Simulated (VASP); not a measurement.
A run of VASP 6.6.1 is set up as follows.

File POSCAR:

```
ZnS
1.0
   -0.1201637425     -2.7330932109     -2.7208118104
   -0.0151309938      2.6371618060     -2.6248804055
    5.4511319323      0.1050327488      0.1352947363
Zn S
2 2
Direct
    0.4973227158      0.5002678701      0.5001392156
    0.0050606928     -0.0035347474     -0.0001877793
   -0.0016560392      0.5034640778      0.2502968932
    0.4992726306     -0.0001972005      0.7497516705
```

File INCAR.step1:

```
SYSTEM = ZnS
PREC     = Accurate       ! precision mode
ENCUT    = 520            ! plane-wave cutoff, eV
ISMEAR   = 0              ! smearing method
SIGMA    = 0.05           ! smearing width, eV
LREAL    = .FALSE.        ! projectors in reciprocal space
LASPH    = .TRUE.         ! aspherical terms in the spheres
NELM     = 100            ! most SCF steps
NBANDS   = 26             ! bands
GGA      = PE             ! functional
ALGO     = Normal         ! electronic algorithm
EDIFF    = 1E-4           ! SCF threshold, eV
LWAVE    = .TRUE.         ! write WAVECAR
LCHARG   = .FALSE.        ! write CHGCAR
```

INCAR.step2

```
SYSTEM = ZnS
PREC     = Accurate       ! precision mode
ENCUT    = 520            ! plane-wave cutoff, eV
EDIFF    = 1E-6           ! SCF threshold, eV
ISMEAR   = 0              ! smearing method
SIGMA    = 0.05           ! smearing width, eV
LREAL    = .FALSE.        ! projectors in reciprocal space
LASPH    = .TRUE.         ! aspherical terms in the spheres
NELM     = 100            ! most SCF steps
ALGO     = Normal         ! electronic algorithm
ISIF     = 2              ! what is computed and relaxed
LWAVE    = .FALSE.        ! write WAVECAR
LCHARG   = .TRUE.         ! write CHGCAR
METAGGA  = R2SCAN         ! meta-GGA
LMIXTAU  = .TRUE.       
LELF     = .TRUE.         ! ELF
LVHAR    = .TRUE.       
NBANDS   = 26             ! bands
ISTART   = 1
```

Contents of KPOINTS:

```
regular mesh
0
G
  6 6 4
  0 0 0
```

Potentials or basis: VASP PAW PBE potentials, release 64 (Zn, S).

The run is started by

```console
$ cat potpaw_PBE.64/Zn/POTCAR potpaw_PBE.64/S/POTCAR > POTCAR
$ cp INCAR.step1 INCAR
$ mpirun -np 1 vasp_std > vasp.out
$ cp INCAR.step2 INCAR
$ mpirun -np 1 vasp_std > vasp.out
```

Q: Estimate the pressure.

A: 0.6 GPa.

Q: Predict the largest force.

A: 0.346 eV/Å.

Forces in eV/Å, atoms in the order of the input:
```
Zn  -0.141 -0.258 -0.181
Zn  -0.154 -0.053 -0.180
S    0.103  0.115  0.302
S    0.192  0.196  0.059
```

Caveat: the PAW data sets were made with another functional, which shifts forces and pressure a little.
